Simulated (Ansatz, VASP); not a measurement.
## Two plane-wave programs on InP

```
CELL_PARAMETERS angstrom
0.00000 2.77020 2.77020
2.83474 0.00000 2.77020
2.83474 2.77020 0.00000
ATOMIC_POSITIONS crystal
In 0.97945 0.02055 0.02055
P 0.57617 0.42383 0.42383
```

Change from the starting cell: mode 4 frozen in at -0.422 Å, normal strain along x +0.0233.

Alike in both runs: task single point; functional PBE; k mesh 14 × 14 × 14; occupations gaussian, width 0.15 eV; no spin polarisation.

```csv
,VASP,Ansatz
version,VASP 6.6.1,Ansatz 0.2.0
potentials or method,"VASP PAW PBE potentials, release 64 (In_d, P), cutoff 520 eV","scalar-relativistic, plane waves, PAW"
valence electrons in the cell,18,18
```

|  | VASP | Ansatz | Ansatz less VASP |
| --- | --- | --- | --- |
| gap on the k mesh at the Fermi level (eV) | none | none | - |
| pressure (GPa) | 6.5 | 6.7 | +0.15 |
| traceless stress, the component that is largest in VASP (GPa) | 20.45 | 20.73 | +0.272 |
| rms of the force components (eV/Å) | 1.689 | 1.716 | +0.0270 |

Atom by atom the forces differ by 0.027 eV/Å (rms over components). A gap of «none» marks a metal or a gap that the smearing closes. The functional is the same, so the differences come from potentials, cutoffs and numerics.
